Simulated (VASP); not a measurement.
The system is Zr4Cl.

```
Zr Cl
1.0
     4.53517    0.00000    0.00000
     0.00000    4.53517    0.00000
     0.00000    0.00000    4.53517
Zr Cl
4 1
Direct
  0.50000 0.00000 0.00000
  0.00000 0.50000 0.00000
  0.00000 0.00000 0.50000
  0.50000 0.50000 0.50000
  0.00000 0.00000 0.00000
```

The cell was generated, and may not be a known phase.

| Quantity | Value |
| --- | --- |
| Program | VASP 6.6.1 |
| Task | relaxation of cell and atoms |
| Functional | PBE |
| Potentials or basis | VASP PAW PBE potentials, release 64 (Zr_sv, Cl) |
| Cutoff | 600 eV |
| k mesh | 4 × 4 × 4 |
| Occupations | gaussian, width 0.1 eV |
| Spin | no spin polarisation |

At the start: pressure 30.5 GPa; volume 18.66 Å³/atom.

Where does the relaxation end?

Over 5 steps the energy falls by 313.9 meV/atom and the volume is 22.53 Å³/atom (+20.8 %); space group Pm-3m (No. 221, to 0.1 Å) before and after.

Step by step:
```
step  energy change (eV)  largest force (eV/Å)  pressure (GPa)  volume (Å³)
   1              0.0000                0.0000           30.52        93.28
   2              0.8757                0.0000          -16.23       149.95
   3             -1.5628                0.0000           -1.38       114.23
   4             -1.5691                0.0000           -0.32       113.06
   5             -1.5694                0.0000            0.07       112.64
```

Final structure:
```cif
data_structure
_symmetry_space_group_name_H-M 'P 1'
_symmetry_Int_Tables_number 1
_cell_length_a 4.8295
_cell_length_b 4.8295
_cell_length_c 4.8295
_cell_angle_alpha 90.000
_cell_angle_beta 90.000
_cell_angle_gamma 90.000
_cell_volume 112.64
loop_
_atom_site_label
_atom_site_type_symbol
_atom_site_fract_x
_atom_site_fract_y
_atom_site_fract_z
_atom_site_occupancy
Zr1 Zr 0.50000 0.00000 0.00000 1
Zr2 Zr 0.00000 0.50000 0.00000 1
Zr3 Zr 0.00000 0.00000 0.50000 1
Zr4 Zr 0.50000 0.50000 0.50000 1
Cl1 Cl 0.00000 0.00000 0.00000 1
```

Caveat: the volume moved by over 15 % at a fixed basis, so the end points are rough; an odd number of electrons without spin polarisation forces a metal; a magnetic or distorted state may lie lower.
